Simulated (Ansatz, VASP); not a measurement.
# Bi: VASP beside Ansatz

```
CELL_PARAMETERS angstrom
4.07000 0.00000 0.00000
-2.03500 3.52472 0.00000
0.00000 0.00000 28.00000
ATOMIC_POSITIONS crystal
Bi 0.33333 0.66667 0.50661
Bi 0.66667 0.33333 0.49339
```

Alike in both runs: task single point; functional PBE; k mesh 9 × 9 × 1; occupations gaussian, width 0.02 eV; no spin polarisation.

|  | VASP | Ansatz |
| --- | --- | --- |
| version | VASP 6.6.1 | Ansatz 0.2.0 |
| potentials or method | VASP PAW PBE potentials, release 64 (Bi_d), cutoff 520 eV | scalar-relativistic, plane waves, PAW |
| valence electrons in the cell | 30 | 30 |

VASP gave:

- rms of the force components (eV/Å): 3.046

Problem. Which values does Ansatz return?

Solution. rms of the force components (eV/Å): 3.070.

Atom by atom the forces differ by 0.024 eV/Å (rms over components).

Spin-orbit coupling is off throughout.
